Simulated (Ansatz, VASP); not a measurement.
# BeSe2: VASP beside Ansatz

```
Be Se
1.0
     3.70000    0.00000    0.00000
     0.00000    3.70000    0.00000
     0.00000    0.00000    8.85000
Be Se
2 4
Direct
  0.50000 0.50000 0.00000
  0.00000 0.00000 0.00000
  0.50000 0.00000 0.86000
  0.00000 0.50000 0.14000
  0.50000 0.50000 0.50000
  0.00000 0.00000 0.50000
```

Alike in both runs: task relaxation of cell and atoms; functional PBE; k mesh 4 × 4 × 2; occupations gaussian, width 0.2 eV; no spin polarisation.

|  | VASP | Ansatz |
| --- | --- | --- |
| version | VASP 6.6.1 | Ansatz 0.2.0 |
| potentials or method | VASP PAW PBE potentials, release 64 (Be, Se), cutoff 600 eV | scalar-relativistic, plane waves, PAW |
| valence electrons in the cell | 28 | 68 |

|  | VASP | Ansatz | Ansatz less VASP |
| --- | --- | --- | --- |
| gap on the k mesh at the Fermi level, each at its own relaxed structure (eV) | none | none | - |
| relaxed volume (Å³/atom) | 24.52 | 23.83 | -0.696 |
| relaxed cell length with the largest relative difference (Å) | 10.796 | 10.461 | -0.3347 |

A gap of «none» marks a metal or a gap that the smearing closes. VASP's potentials hold 28 valence electrons a cell and Ansatz's 68, so a difference there can come from the potentials and not from the codes.

The k mesh is coarse, so the values compare programs but aren't converged. Noted on VASP's run: the volume moved by over 15 % at a fixed basis, so the end points are rough.
